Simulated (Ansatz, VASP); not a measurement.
## One calculation of YB, two programs

File INCAR:

```
PREC = Accurate
ENCUT = 600
EDIFF = 1E-7
ISMEAR = -1
SIGMA = 0.15
LREAL = False
LASPH = True
NELM = 100
ALGO = Normal
ISIF = 3
LWAVE = False
LCHARG = False
GGA = PE
IBRION = 2
NSW = 80
EDIFFG = -0.001
```

File KPOINTS:

```
Automatic mesh
0
Gamma
  15 15 15
```

Contents of POSCAR:

```
YB
1.0
    1.8058479147      1.0426067797      3.3744950971
   -1.8058479147      1.0426067797      3.3744950971
    0.0000000000     -2.0852135593      3.3744950971
Y B
1 1
Direct
    0.5000000000      0.5000000000      0.5000000000
    0.0000000000      0.0000000000      0.0000000000
```

Input for Ansatz:

```yaml
crystal:
  lattice:
    - [1.8058479147, 1.0426067797, 3.3744950971]
    - [-1.8058479147, 1.0426067797, 3.3744950971]
    - [0.0, -2.0852135593, 3.3744950971]
  atoms:
    - { symbol: "Y", position: [0.5, 0.5, 0.5] }
    - { symbol: B, position: [0.0, 0.0, 0.0] }
basis:
  ecutwfc: 420
kpoints:
  mp_grid: { grid: [15, 15, 15] }
hamiltonian:
  xc: pbe
scf:
  occupations: { method: fermi_dirac, width: 0.15 }
output:
  forces: true
  stress: true
  eigenvalues: true
relax:
  adjacent_minimum: "off"
  f_tol: 0.001
  max_steps: 60
  cell: { stress_tol: 0.01 }
```

Alike in both runs: task relaxation of cell and atoms; functional PBE; k mesh 15 × 15 × 15; occupations fermi-dirac, width 0.15 eV; no spin polarisation.

```csv
,VASP,Ansatz
version,VASP 6.6.1,Ansatz 0.2.0
potentials or method,"VASP PAW PBE potentials, release 64 (Y_sv, B), cutoff 600 eV","scalar-relativistic, plane waves, PAW"
valence electrons in the cell,14,14
```

Ansatz gave:

- gap on the k mesh at the Fermi level, each at its own relaxed structure (eV): none
- relaxed volume (Å³/atom): 19.12
- relaxed cell length with the largest relative difference (Å): 3.921

Task: What did VASP give for the same quantities?

Result: gap on the k mesh at the Fermi level, each at its own relaxed structure (eV): none; relaxed volume (Å³/atom): 19.09; relaxed cell length with the largest relative difference (Å): 3.921.

A gap of «none» marks a metal or a gap that the smearing closes.
